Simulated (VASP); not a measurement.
# Ga4SbAs (F-43m) in VASP: further runs

The runs below take Ga4SbAs through single point, relaxation of cell and atoms, with PBE.

Program: VASP 6.6.1. These are calculated values, not measurements. Logs are shortened: lines on timing, memory, paths and dates and some standing lists are left out, and cuts for length are marked.

**1. The cell of the first run**

Symmetry: F-43m, No. 216, cubic system. The conventional cell has a = 8.272 Å, b = 8.272 Å, c = 8.272 Å, α = 90.00°, β = 90.00°, γ = 90.00°. Within 2.6 Å of Ga (site symmetry 3m) lie 1 Sb at 1.99 Å and 3 Ga at 2.59 Å. Sb (site symmetry -43m) has 4 Ga at 1.99 Å within 2.6 Å. Within 4.6 Å of As (site symmetry -43m) lie 12 Ga at 3.47 Å and 4 Sb at 3.58 Å.

The cell was built from a structure type or drawn by symmetry, and may not be a known phase.

**2. Single point, PBE**

The input, INCAR:

```
PREC = Accurate ; ENCUT = 520
EDIFF = 1E-6 ; ISMEAR = 0
SIGMA = 0.1 ; LREAL = False
LASPH = True ; NELM = 100
ALGO = Normal ; ISIF = 2
LWAVE = False ; LCHARG = False
GGA = PE ; NBANDS = 40
```

The input, KPOINTS:

```
Automatic mesh
0
Gamma
  4 4 4
```

The input, POSCAR:

```
Ga4SbAs
1.0
    0.0000000000      4.1361162900      4.1361162900
    4.1361162900      0.0000000000      4.1361162900
    4.1361162900      4.1361162900      0.0000000000
Ga Sb As
4 1 1
Direct
    0.1107655600      0.1107655600      0.1107655600
    0.1107655600      0.1107655600      0.6677033100
    0.1107655600      0.6677033100      0.1107655600
    0.6677033100      0.1107655600      0.1107655600
    0.2500000000      0.2500000000      0.2500000000
    0.5000000000      0.5000000000      0.5000000000
```

Potentials or basis: VASP PAW PBE potentials, release 64 (Ga_d, Sb, As).

On the command line:

```sh
> cat potpaw_PBE.64/Ga_d/POTCAR potpaw_PBE.64/Sb/POTCAR potpaw_PBE.64/As/POTCAR > POTCAR
> mpirun -np 1 vasp_std > vasp.out
```

OUTCAR:

```text
PREC = Accurate
   ENCUT = 520
   EDIFF = 1E-6
   ISMEAR = 0
   LREAL = False
   LASPH = True
   NELM = 100
   ISIF = 2
   GGA = PE

 ion  position               nearest neighbor table
   1  0.111  0.111  0.111-   5 1.99   3 2.59   4 2.59   2 2.59
   2  0.111  0.111  0.668-   5 1.99   3 2.59   4 2.59   1 2.59
   3  0.111  0.668  0.111-   5 1.99   2 2.59   4 2.59   1 2.59
   4  0.668  0.111  0.111-   5 1.99   2 2.59   3 2.59   1 2.59
   5  0.250  0.250  0.250-   2 1.99   3 1.99   4 1.99   1 1.99
   6  0.500  0.500  0.500-

  LATTYP: Found a face centered cubic cell.
 ALAT       =     8.2722325800

  Lattice vectors:

 A1 = (   0.0000000000,   4.1361162900,   4.1361162900)
 A2 = (   4.1361162900,   0.0000000000,   4.1361162900)
 A3 = (   4.1361162900,   4.1361162900,   0.0000000000)

Analysis of symmetry for initial positions (statically):
=====================================================================
 Subroutine PRICEL returns:
 Original cell was already a primitive cell.

 Routine SETGRP: Setting up the symmetry group for a
 face centered cubic supercell.

 Subroutine GETGRP returns: Found 24 space group operations
 (whereof 24 operations were pure point group operations)
 out of a pool of 48 trial point group operations.

The static configuration has the point symmetry T_d .

Analysis of symmetry for dynamics (positions and initial velocities):
=====================================================================
 Subroutine PRICEL returns:
 Original cell was already a primitive cell.

 Routine SETGRP: Setting up the symmetry group for a
 face centered cubic supercell.

 Subroutine GETGRP returns: Found 24 space group operations
 (whereof 24 operations were pure point group operations)
 out of a pool of 48 trial point group operations.

The dynamic configuration has the point symmetry T_d .

 Subroutine INISYM returns: Found 24 space group operations
 (whereof 24 operations are pure point group operations),
 and found     1 'primitive' translations

----------------------------------------------------------------------------------------

                                     Primitive cell

  volume of cell :     141.5169

  direct lattice vectors                    reciprocal lattice vectors
     0.000000000  4.136116290  4.136116290    -0.120886350  0.120886350  0.120886350
     4.136116290  0.000000000  4.136116290     0.120886350 -0.120886350  0.120886350
     4.136116290  4.136116290  0.000000000     0.120886350  0.120886350 -0.120886350

  length of vectors
     5.849351753  5.849351753  5.849351753     0.209381300  0.209381300  0.209381300

  position of ions in fractional coordinates (direct lattice)
     0.110765560  0.110765560  0.110765560
     0.110765560  0.110765560  0.667703310
     0.110765560  0.667703310  0.110765560
     0.667703310  0.110765560  0.110765560
     0.250000000  0.250000000  0.250000000
     0.500000000  0.500000000  0.500000000

  ion indices of the primitive-cell ions
   primitive index   ion index
                 1           1
                 2           2
                 3           3
                 4           4
                 5           5
                 6           6

----------------------------------------------------------------------------------------

 KPOINTS: Automatic mesh

Automatic generation of k-mesh.
 Grid dimensions read from file:
 generate k-points for:    4    4    4

 Generating k-lattice:

  Cartesian coordinates                     Fractional coordinates (reciprocal lattice)
    -0.030221587  0.030221587  0.030221587     0.250000000  0.000000000  0.000000000
     0.030221587 -0.030221587  0.030221587     0.000000000  0.250000000  0.000000000
     0.030221587  0.030221587 -0.030221587     0.000000000  0.000000000  0.250000000

  Length of vectors
     0.052345325  0.052345325  0.052345325

  Shift w.r.t. Gamma in fractional coordinates (k-lattice)
     0.000000000  0.000000000  0.000000000

 Subroutine IBZKPT returns following result:
 ===========================================

 Found      8 irreducible k-points:

 Following reciprocal coordinates:
            Coordinates               Weight
  0.000000  0.000000  0.000000      1.000000
  0.250000  0.000000  0.000000      8.000000
  0.500000  0.000000  0.000000      4.000000
  0.250000  0.250000  0.000000      6.000000
  0.500000  0.250000  0.000000     24.000000
 -0.250000  0.250000  0.000000     12.000000
  0.500000  0.500000  0.000000      3.000000
 -0.250000  0.500000  0.250000      6.000000
   k-points           NKPTS =      8   k-points in BZ     NKDIM =      8   number of bands    NBANDS=     40
   number of dos      NEDOS =    301   number of ions     NIONS =      6
   total plane-waves  NPLWV = 110592
   dimension x,y,z NGX =    48 NGY =   48 NGZ =   48
   dimension x,y,z NGXF=    96 NGYF=   96 NGZF=   96
   ions per type =               4   1   1
   NGX,Y,Z   is equivalent  to a cutoff of  13.64, 13.64, 13.64 a.u.
   NGXF,Y,Z  is equivalent  to a cutoff of  27.28, 27.28, 27.28 a.u.
 SYSTEM =  unknown system
   PREC   = accura    normal or accurate (medium, high low for compatibility)
   ISTART =      0    job   : 0-new  1-cont  2-samecut
   ICHARG =      2    charge: 1-file 2-atom 10-const
   ISPIN  =      1    spin polarized calculation?
   LNONCOLLINEAR =      F non collinear calculations
   LSORBIT =      F    spin-orbit coupling
   LASPH  =      T    aspherical Exc in radial PAW
   ENCUT  =  520.0 eV  38.22 Ry    6.18 a.u.  10.88 10.88 10.88*2*pi/ulx,y,z
   NELM   =    100;   NELMIN=  2; NELMDL= -5     # of ELM steps
   EDIFF  = 0.1E-05   stopping-criterion for ELM
   LREAL  =      F    real-space projection
   EDIFFG = 0.1E-04   stopping-criterion for IOM
   NSW    =      0    number of steps for IOM
   IBRION =     -1    ionic relax: 0-MD 1-quasi-New 2-CG
   NFREE  =      0    steps in history (QN), initial steepest desc. (CG)
   ISIF   =      2    stress and relaxation
   ISYM   =      2    0-nonsym 1-usesym 2-fastsym
   POTIM  = 0.5000    time-step for ionic-motion
   TEBEG  =    0.0;   TEEND  =   0.0 temperature during run
   PSTRESS=    0.0 pullay stress
   NELECT =      62.0000    total number of electrons
   NUPDOWN=      -1.0000    fix difference up-down
   EMIN   =  10.00;   EMAX   =-10.00  energy-range for DOS
   EFERMI =   0.00;   METHOD = LEGACY
   ISMEAR =     0;   SIGMA  =   0.10  broadening in eV -4-tet -1-fermi 0-gaus
   EFERMI_NEDOS =   21; number of points for ismear=-14 and -15
   IALGO  =     38    algorithm
   IMIX   =      4    mixing-type and parameters
     AMIX     =   0.40;   BMIX     =  1.00
     AMIX_MAG =   1.60;   BMIX_MAG =  1.00
  volume/ion in A,a.u.               =      23.59       159.17
  Fermi-wavevector in a.u.,A,eV,Ry     =   1.243376  2.349641 21.034405  1.545985
  Thomas-Fermi vector in A             =   2.377690
   LORBIT       =      0    0 simple, 1 ext, 2 COOP (PROOUT), +10 PAW based schemes
   GGA     = PE    functional components
   LHFCALC =     F    Hartree Fock is set to
   AEXX    =    0.0000 exact exchange contribution
   IVDW    =     0    specifies the selected vdW correction
   LEPSILON=     F    determine dielectric tensor
   LRPA    =     F    only Hartree local field effects (RPA)
 non-spin polarized calculation
 Gauss-broadening in eV      SIGMA  =   0.10
  energy-cutoff  :      520.00
  volume of cell :      141.52
 maximum number of plane-waves:      3839
 NGX is ok and might be reduce to    48
   NGX = 21   NGY = 21   NGZ = 21

 number of electron      62.0000009 magnetization

 Free energy of the ion-electron system (eV)
  ---------------------------------------------------
  ext. energy  EPLUGINS =         0.00000000
  ---------------------------------------------------
  free energy    TOTEN  =        -4.70452560 eV

  energy without entropy =       -4.69464555  energy(sigma->0) =       -4.69958558

 E-fermi :   4.5666     XC(G=0):  -9.4971

 val. band max:        4.5389634233   @ k =  -0.2500   0.5000   0.2500
 cond. band min:       4.5941390594   @ k =   0.5000   0.5000   0.0000
 fundamental gap:      0.0551756360
 Fermi energy:         4.5665555573

 k-point     1 :       0.0000    0.0000    0.0000
  band No.  band energies     occupation
      1     -12.8114      2.00000
      2     -11.7262      2.00000
      3     -11.7262      2.00000
      4     -11.7262      2.00000
      5     -11.4702      2.00000
      6     -11.4702      2.00000
[... 32 lines left out ...]
     39      11.2975      0.00000
     40      11.2975      0.00000

 k-point     2 :       0.2500    0.0000    0.0000
  band No.  band energies     occupation
      1     -12.7177      2.00000
      2     -11.7344      2.00000
      3     -11.6894      2.00000
      4     -11.6894      2.00000
      5     -11.4665      2.00000
      6     -11.4665      2.00000
[... 32 lines left out ...]
     39      10.9265      0.00000
     40      10.9265      0.00000

 k-point     3 :       0.5000    0.0000    0.0000
  band No.  band energies     occupation
      1     -12.6049      2.00000
      2     -11.7560      2.00000
      3     -11.6437      2.00000
      4     -11.6437      2.00000
      5     -11.5313      2.00000
      6     -11.4614      2.00000
[... 32 lines left out ...]
     39      11.5272      0.00000
     40      11.5352      0.00000

 k-point     4 :       0.2500    0.2500    0.0000
  band No.  band energies     occupation
      1     -12.6817      2.00000
      2     -11.7705      2.00000
      3     -11.6631      2.00000
      4     -11.6631      2.00000
      5     -11.4775      2.00000
      6     -11.4542      2.00000
[... 32 lines left out ...]
     39       9.5484      0.00000
     40      11.2070      0.00000

 k-point     5 :       0.5000    0.2500    0.0000
  band No.  band energies     occupation
      1     -12.5556      2.00000
      2     -11.8317      2.00000
      3     -11.6039      2.00000
      4     -11.6035      2.00000
      5     -11.5125      2.00000
      6     -11.4721      2.00000
[... 32 lines left out ...]
     39       9.2711      0.00000
     40       9.8887      0.00000

 k-point     6 :      -0.2500    0.2500    0.0000
  band No.  band energies     occupation
      1     -12.6025      2.00000
      2     -11.7904      2.00000
      3     -11.6403      2.00000
      4     -11.6302      2.00000
      5     -11.5039      2.00000
      6     -11.4752      2.00000
[... 32 lines left out ...]
     39       9.2571      0.00000
     40      10.0554      0.00000

 k-point     7 :       0.5000    0.5000    0.0000
  band No.  band energies     occupation
      1     -12.5008      2.00000
      2     -11.8912      2.00000
      3     -11.5292      2.00000
      4     -11.5292      2.00000
      5     -11.4968      2.00000
      6     -11.4937      2.00000
[... 32 lines left out ...]
     39      10.6888      0.00000
     40      11.3716      0.00000

 k-point     8 :      -0.2500    0.5000    0.2500
  band No.  band energies     occupation
      1     -12.5007      2.00000
      2     -11.8818      2.00000
      3     -11.5972      2.00000
      4     -11.5320      2.00000
      5     -11.5041      2.00000
      6     -11.5015      2.00000
[... 32 lines left out ...]
     39       9.1852      0.00000
     40       9.5247      0.00000

------------------------ aborting loop because EDIFF is reached ----------------------------------------

  FORCE on cell =-STRESS in cart. coord.  units (eV):
  Direction    XX          YY          ZZ          XY          YZ          ZX
  --------------------------------------------------------------------------------------
  -------------------------------------------------------------------------------------
  Total       36.9145482     36.9145482     36.9145482      0.0000000      0.0000000      0.0000000
  in kB      417.9265121    417.9265121    417.9265121      0.0000000      0.0000000      0.0000000
  external PRESSURE =     417.9265121 kB  Pullay stress =       0.0000000 kB

 VOLUME and BASIS-vectors are now :
 -----------------------------------------------------------------------------
  energy-cutoff  :      520.00
  volume of cell :      141.52
      direct lattice vectors                 reciprocal lattice vectors
     0.000000000  4.136116290  4.136116290    -0.120886350  0.120886350  0.120886350
     4.136116290  0.000000000  4.136116290     0.120886350 -0.120886350  0.120886350
     4.136116290  4.136116290  0.000000000     0.120886350  0.120886350 -0.120886350

 POSITION                                       TOTAL-FORCE (eV/Angst)
 -----------------------------------------------------------------------------------
      0.91628      0.91628      0.91628        -8.484180     -8.484180     -8.484180
      3.21984      3.21984      0.91628         8.484180      8.484180     -8.484180
      3.21984      0.91628      3.21984         8.484180     -8.484180      8.484180
      0.91628      3.21984      3.21984        -8.484180      8.484180      8.484180
      2.06806      2.06806      2.06806        -0.000000      0.000000     -0.000000
      4.13612      4.13612      4.13612        -0.000000      0.000000     -0.000000
 -----------------------------------------------------------------------------------
    total drift:                                0.000032      0.000032      0.000032

  FREE ENERGIE OF THE ION-ELECTRON SYSTEM (eV)
  ---------------------------------------------------
  free  energy   TOTEN  =        -4.7045256028 eV

  energy  without entropy=       -4.6946455546  energy(sigma->0) =       -4.69958558
```

It took 47 s on 1 thread of Intel Xeon 6975P-C (Granite Rapids), shared host; peak memory 0.33 GiB.

Results:

| Property | Result |
| --- | --- |
| Free energy | -4.7045 eV |
| Pressure | 41.8 GPa |
| Largest force | 14.695 eV/Å |
| Band gap on the k mesh | zero (bands 31 and 32 overlap by 0.69 eV) |

Forces on the atoms (eV/Å):
```
Ga  -8.484 -8.484 -8.484
Ga   8.484  8.484 -8.484
Ga   8.484 -8.484  8.484
Ga  -8.484  8.484  8.484
Sb   0.000  0.000  0.000
As   0.000  0.000  0.000
```

Caveat: the cell stands under pressure; semilocal functionals underestimate gaps, so a narrow gap can read as zero; spin-orbit coupling is left out, which moves the levels of the heavy elements; forces of over 1 eV/Å act on the atoms, so gaps and moduli don't describe the material at rest.

(Part 1 of 2 ends here.)
